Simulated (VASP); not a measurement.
Ba, 1 atom in the cell. Symmetry: I4/mmm, No. 139, tetragonal system. The conventional cell has a = 5.000 Å, b = 5.000 Å, c = 4.600 Å, α = 90.00°, β = 90.00°, γ = 90.00°. Within 5.5 Å of Ba (site symmetry 4/mmm) lie 14 Ba at 4.22 to 5.00 Å.  This cell differs from its parent crystal: strain +0.000 along x and y, -0.080 along z.

```yaml
Program: VASP 6.6.1
Task: single point
Functional: LDA
Potentials_or_basis: VASP PAW LDA potentials, release 64 (Ba_sv)
Cutoff: 520 eV
k_mesh: 14 × 14 × 14
Occupations: gaussian, width 0.15 eV
Spin: no spin polarisation
Dipole_correction: no
Further_INCAR_settings: ALGO = Fast; EDIFF = 1e-06; NBANDS = 11
```

Potentials or basis: VASP PAW LDA potentials, release 64 (Ba_sv).

Command:

```sh
$ cat potpaw_LDA.64/Ba_sv/POTCAR > POTCAR
$ mpirun -np 1 vasp_std > vasp.out
```

Hardware: 1 thread of Intel Xeon 8259CL, with other jobs on the host.

Q: Estimate the wall time of this run.

A: It took 2.1 min on 1 thread of Intel Xeon 8259CL (shared host), peak memory 0.27 GiB. Counts: scf iterations 11, k points 244.
